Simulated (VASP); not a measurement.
# TiO2 (Rutile) (P4_2/mnm) in VASP: a series of runs

Runs on TiO2 (Rutile). Level: PBE. Tasks: single point.

All numbers are computed with VASP 6.6.1; they aren't measurements. Logs are shortened: lines on timing, memory, paths and dates and some standing lists are left out, and cuts for length are marked.

**Experimental background.**

From “Shallow Valence Band of Rutile GeO2 and P-type Doping”, 2020, arxiv:2011.08928, for a bulk crystal of TiO2 at 1.6 K: band gap 3.03 eV (direct).

The results are compared with them further down.

## Step 1: The cell of the first run

Symmetry: P4_2/mnm, No. 136, tetragonal system. Conventional cell: a = 4.498 Å, b = 4.498 Å, c = 2.897 Å, α = 90.00°, β = 90.00°, γ = 90.00°. Within 2.5 Å of Ti (site symmetry mmm) lie 6 O at 1.91 to 1.94 Å. O (site symmetry m2m) has 3 Ti at 1.91 to 1.94 Å and 1 O at 2.48 Å within 2.5 Å.

## Step 2: Single point, PBE

Contents of INCAR:

```
PREC = Accurate ; ENCUT = 520
EDIFF = 1E-6 ; ISMEAR = 0
SIGMA = 0.01 ; LREAL = F
LASPH = T ; NELM = 100
ALGO = Normal ; ISIF = 2
LWAVE = F ; LCHARG = F
GGA = PE ; NBANDS = 33
```

Contents of KPOINTS:

```
regular mesh
0
Gamma
  4 4 6
```

Contents of POSCAR:

```
TiO2
1.0
    4.4984553284      0.0000000000      0.0000000000
    0.0000000000      4.4984553284      0.0000000000
    0.0000000000      0.0000000000      2.8970279579
Ti O
2 4
Direct
    0.0000000000      0.0000000000      0.0000000000
    0.5000000000      0.5000000000      0.5000000000
    0.3049600000      0.3049600000      0.0000000000
    0.1950400000      0.8049600000      0.5000000000
    0.6950400000      0.6950400000      0.0000000000
    0.8049600000      0.1950400000      0.5000000000
```

Potentials or basis: VASP PAW PBE potentials, release 64 (Ti_sv, O).

On the command line:

```sh
> cat potpaw_PBE.64/Ti_sv/POTCAR potpaw_PBE.64/O/POTCAR > POTCAR
> mpirun -np 1 vasp_std > vasp.out
```

OUTCAR:

```text
PREC = Accurate
   ENCUT = 520
   EDIFF = 1E-6
   ISMEAR = 0
   LREAL = F
   LASPH = T
   NELM = 100
   ISIF = 2
   GGA = PE

 ion  position               nearest neighbor table
   1  0.000  0.000  0.000-   4 1.91   6 1.91   4 1.91   6 1.91   5 1.94   3 1.94
   2  0.500  0.500  0.500-   3 1.91   5 1.91   3 1.91   5 1.91   4 1.94   6 1.94
   3  0.305  0.305  0.000-   2 1.91   2 1.91   1 1.94
   4  0.195  0.805  0.500-   1 1.91   1 1.91   2 1.94
   5  0.695  0.695  0.000-   2 1.91   2 1.91   1 1.94
   6  0.805  0.195  0.500-   1 1.91   1 1.91   2 1.94

  LATTYP: Found a simple tetragonal cell.
 ALAT       =     4.4984553284
 C/A-ratio  =     0.6440050520

  Lattice vectors:

 A1 = (   4.4984553284,   0.0000000000,   0.0000000000)
 A2 = (   0.0000000000,   4.4984553284,   0.0000000000)
 A3 = (   0.0000000000,   0.0000000000,   2.8970279579)

Analysis of symmetry for initial positions (statically):
=====================================================================
 Subroutine PRICEL returns:
 Original cell was already a primitive cell.

 Routine SETGRP: Setting up the symmetry group for a
 simple tetragonal supercell.

 Subroutine GETGRP returns: Found 16 space group operations
 (whereof  8 operations were pure point group operations)
 out of a pool of 16 trial point group operations.

The static configuration has the point symmetry D_2h.
 The point group associated with its full space group is D_4h.

Analysis of symmetry for dynamics (positions and initial velocities):
=====================================================================
 Subroutine PRICEL returns:
 Original cell was already a primitive cell.

 Routine SETGRP: Setting up the symmetry group for a
 simple tetragonal supercell.

 Subroutine GETGRP returns: Found 16 space group operations
 (whereof  8 operations were pure point group operations)
 out of a pool of 16 trial point group operations.

The dynamic configuration has the point symmetry D_2h.
 The point group associated with its full space group is D_4h.

 Subroutine INISYM returns: Found 16 space group operations
 (whereof  8 operations are pure point group operations),
 and found     1 'primitive' translations

----------------------------------------------------------------------------------------

                                     Primitive cell

  volume of cell :      58.6245

  direct lattice vectors                    reciprocal lattice vectors
     4.498455328  0.000000000  0.000000000     0.222298528  0.000000000  0.000000000
     0.000000000  4.498455328  0.000000000     0.000000000  0.222298528  0.000000000
     0.000000000  0.000000000  2.897027958     0.000000000  0.000000000  0.345181343

  length of vectors
     4.498455328  4.498455328  2.897027958     0.222298528  0.222298528  0.345181343

  position of ions in fractional coordinates (direct lattice)
     0.000000000  0.000000000  0.000000000
     0.500000000  0.500000000  0.500000000
     0.304960000  0.304960000  0.000000000
     0.195040000  0.804960000  0.500000000
     0.695040000  0.695040000  0.000000000
     0.804960000  0.195040000  0.500000000

  ion indices of the primitive-cell ions
   primitive index   ion index
                 1           1
                 2           2
                 3           3
                 4           4
                 5           5
                 6           6

----------------------------------------------------------------------------------------

 KPOINTS: regular mesh

Automatic generation of k-mesh.
 Grid dimensions read from file:
 generate k-points for:    4    4    6

 Generating k-lattice:

  Cartesian coordinates                     Fractional coordinates (reciprocal lattice)
     0.055574632  0.000000000  0.000000000     0.250000000  0.000000000  0.000000000
     0.000000000  0.055574632  0.000000000     0.000000000  0.250000000  0.000000000
     0.000000000  0.000000000  0.057530224     0.000000000  0.000000000  0.166666667

  Length of vectors
     0.055574632  0.055574632  0.057530224

  Shift w.r.t. Gamma in fractional coordinates (k-lattice)
     0.000000000  0.000000000  0.000000000

 Subroutine IBZKPT returns following result:
 ===========================================

 Found     24 irreducible k-points:

 Following reciprocal coordinates:
            Coordinates               Weight
  0.000000  0.000000  0.000000      1.000000
  0.250000  0.000000  0.000000      4.000000
  0.500000  0.000000  0.000000      2.000000
  0.250000  0.250000  0.000000      4.000000
  0.500000  0.250000  0.000000      4.000000
  0.500000  0.500000  0.000000      1.000000
[... 16 lines left out ...]
  0.500000  0.250000  0.500000      4.000000
  0.500000  0.500000  0.500000      1.000000
   k-points           NKPTS =     24   k-points in BZ     NKDIM =     24   number of bands    NBANDS=     33
   number of dos      NEDOS =    301   number of ions     NIONS =      6
   total plane-waves  NPLWV =  31104
   dimension x,y,z NGX =    36 NGY =   36 NGZ =   24
   dimension x,y,z NGXF=    72 NGYF=   72 NGZF=   48
   ions per type =               2   4
   NGX,Y,Z   is equivalent  to a cutoff of  13.30, 13.30, 13.77 a.u.
   NGXF,Y,Z  is equivalent  to a cutoff of  26.61, 26.61, 27.54 a.u.
 SYSTEM =  unknown system
   PREC   = accura    normal or accurate (medium, high low for compatibility)
   ISTART =      0    job   : 0-new  1-cont  2-samecut
   ICHARG =      2    charge: 1-file 2-atom 10-const
   ISPIN  =      1    spin polarized calculation?
   LNONCOLLINEAR =      F non collinear calculations
   LSORBIT =      F    spin-orbit coupling
   LASPH  =      T    aspherical Exc in radial PAW
   ENCUT  =  520.0 eV  38.22 Ry    6.18 a.u.   8.36  8.36  5.39*2*pi/ulx,y,z
   NELM   =    100;   NELMIN=  2; NELMDL= -5     # of ELM steps
   EDIFF  = 0.1E-05   stopping-criterion for ELM
   LREAL  =      F    real-space projection
   EDIFFG = 0.1E-04   stopping-criterion for IOM
   NSW    =      0    number of steps for IOM
   IBRION =     -1    ionic relax: 0-MD 1-quasi-New 2-CG
   NFREE  =      0    steps in history (QN), initial steepest desc. (CG)
   ISIF   =      2    stress and relaxation
   ISYM   =      2    0-nonsym 1-usesym 2-fastsym
   POTIM  = 0.5000    time-step for ionic-motion
   TEBEG  =    0.0;   TEEND  =   0.0 temperature during run
   PSTRESS=    0.0 pullay stress
   NELECT =      48.0000    total number of electrons
   NUPDOWN=      -1.0000    fix difference up-down
   EMIN   =  10.00;   EMAX   =-10.00  energy-range for DOS
   EFERMI =   0.00;   METHOD = LEGACY
   ISMEAR =     0;   SIGMA  =   0.01  broadening in eV -4-tet -1-fermi 0-gaus
   EFERMI_NEDOS =   21; number of points for ismear=-14 and -15
   IALGO  =     38    algorithm
   IMIX   =      4    mixing-type and parameters
     AMIX     =   0.40;   BMIX     =  1.00
     AMIX_MAG =   1.60;   BMIX_MAG =  1.00
  volume/ion in A,a.u.               =       9.77        65.94
  Fermi-wavevector in a.u.,A,eV,Ry     =   1.531541  2.894194 31.914085  2.345619
  Thomas-Fermi vector in A             =   2.638872
   LORBIT       =      0    0 simple, 1 ext, 2 COOP (PROOUT), +10 PAW based schemes
   GGA     = PE    functional components
   LHFCALC =     F    Hartree Fock is set to
   AEXX    =    0.0000 exact exchange contribution
   IVDW    =     0    specifies the selected vdW correction
   LEPSILON=     F    determine dielectric tensor
   LRPA    =     F    only Hartree local field effects (RPA)
 non-spin polarized calculation
 Gauss-broadening in eV      SIGMA  =   0.01
  energy-cutoff  :      520.00
  volume of cell :       58.62
 maximum number of plane-waves:      1612
 NGX is ok and might be reduce to    36
   NGX = 17   NGY = 17   NGZ = 11

 number of electron      47.9999990 magnetization

 Free energy of the ion-electron system (eV)
  ---------------------------------------------------
  ext. energy  EPLUGINS =         0.00000000
  ---------------------------------------------------
  free energy    TOTEN  =       -53.29640377 eV

  energy without entropy =      -53.29640377  energy(sigma->0) =      -53.29640377

 E-fermi :   5.6740     XC(G=0): -11.7512

 val. band max:        5.5138922801   @ k =   0.0000   0.0000   0.0000
 cond. band min:       7.5360259130   @ k =   0.0000   0.0000   0.0000
 fundamental gap:      2.0221336329
 Fermi energy:         5.6739802882

 k-point     1 :       0.0000    0.0000    0.0000
  band No.  band energies     occupation
      1     -51.1820      2.00000
      2     -51.1578      2.00000
      3     -27.5612      2.00000
      4     -27.5612      2.00000
      5     -27.3440      2.00000
      6     -27.3440      2.00000
[... 25 lines left out ...]
     32      12.7217      0.00000
     33      12.7768      0.00000

 k-point     2 :       0.2500    0.0000    0.0000
  band No.  band energies     occupation
      1     -51.1784      2.00000
      2     -51.1614      2.00000
      3     -27.5357      2.00000
      4     -27.5333      2.00000
      5     -27.3754      2.00000
      6     -27.3728      2.00000
[... 25 lines left out ...]
     32      12.5098      0.00000
     33      12.5487      0.00000

 k-point     3 :       0.5000    0.0000    0.0000
  band No.  band energies     occupation
      1     -51.1698      2.00000
      2     -51.1698      2.00000
      3     -27.4888      2.00000
      4     -27.4888      2.00000
      5     -27.4231      2.00000
      6     -27.4231      2.00000
[... 25 lines left out ...]
     32      12.1875      0.00000
     33      12.3172      0.00000

 k-point     4 :       0.2500    0.2500    0.0000
  band No.  band energies     occupation
      1     -51.1758      2.00000
      2     -51.1638      2.00000
      3     -27.5701      2.00000
      4     -27.4895      2.00000
      5     -27.4224      2.00000
      6     -27.3387      2.00000
[... 673 lines left out ...]
     32      11.9207      0.00000
     33      12.1479      0.00000

 k-point    23 :       0.5000    0.2500    0.5000
  band No.  band energies     occupation
      1     -51.1161      2.00000
      2     -51.1161      2.00000
      3     -27.8471      2.00000
      4     -27.8471      2.00000
      5     -27.3707      2.00000
      6     -27.3707      2.00000
[... 25 lines left out ...]
     32      11.2903      0.00000
     33      12.8946      0.00000

 k-point    24 :       0.5000    0.5000    0.5000
  band No.  band energies     occupation
      1     -51.1161      2.00000
      2     -51.1161      2.00000
      3     -27.8387      2.00000
      4     -27.8387      2.00000
      5     -27.3797      2.00000
      6     -27.3797      2.00000
[... 25 lines left out ...]
     32      11.9719      0.00000
     33      12.1359      0.00000

------------------------ aborting loop because EDIFF is reached ----------------------------------------

  FORCE on cell =-STRESS in cart. coord.  units (eV):
  Direction    XX          YY          ZZ          XY          YZ          ZX
  --------------------------------------------------------------------------------------
  -------------------------------------------------------------------------------------
  Total        8.2351833      8.2351833      9.7276638      0.0000000      0.0000000      0.0000000
  in kB      225.0631236    225.0631236    265.8518127      0.0000000      0.0000000      0.0000000
  external PRESSURE =     238.6593533 kB  Pullay stress =       0.0000000 kB

 VOLUME and BASIS-vectors are now :
 -----------------------------------------------------------------------------
  energy-cutoff  :      520.00
  volume of cell :       58.62
      direct lattice vectors                 reciprocal lattice vectors
     4.498455328  0.000000000  0.000000000     0.222298528  0.000000000  0.000000000
     0.000000000  4.498455328  0.000000000     0.000000000  0.222298528  0.000000000
     0.000000000  0.000000000  2.897027958     0.000000000  0.000000000  0.345181343

 POSITION                                       TOTAL-FORCE (eV/Angst)
 -----------------------------------------------------------------------------------
      0.00000      0.00000      0.00000         0.000000      0.000000      0.000000
      2.24923      2.24923      1.44851         0.000000      0.000000      0.000000
      1.37185      1.37185      0.00000        -0.327488     -0.327488      0.000000
      0.87738      3.62108      1.44851         0.327488     -0.327488      0.000000
      3.12661      3.12661      0.00000         0.327488      0.327488     -0.000000
      3.62108      0.87738      1.44851        -0.327488      0.327488     -0.000000
 -----------------------------------------------------------------------------------
    total drift:                                0.000000      0.000000     -0.000000

  FREE ENERGIE OF THE ION-ELECTRON SYSTEM (eV)
  ---------------------------------------------------
  free  energy   TOTEN  =       -53.2964037732 eV

  energy  without entropy=      -53.2964037732  energy(sigma->0) =      -53.29640377
```

Run time: 53 s. Hardware: 1 thread of Intel Xeon 8259CL, shared host; peak memory 0.19 GiB.

What came out:

```
Free energy            : -53.2964 eV
Pressure               : 23.9 GPa
Largest force          : 0.463 eV/Å
Band gap on the k mesh : 2.02 eV, direct
```

Forces in eV/Å, atoms in the order of the input:
```
Ti   0.000  0.000  0.000
Ti   0.000  0.000  0.000
O   -0.327 -0.327  0.000
O    0.327 -0.327  0.000
O    0.327  0.327  0.000
O   -0.327  0.327  0.000
```

(Continued in part 2 of 3.)
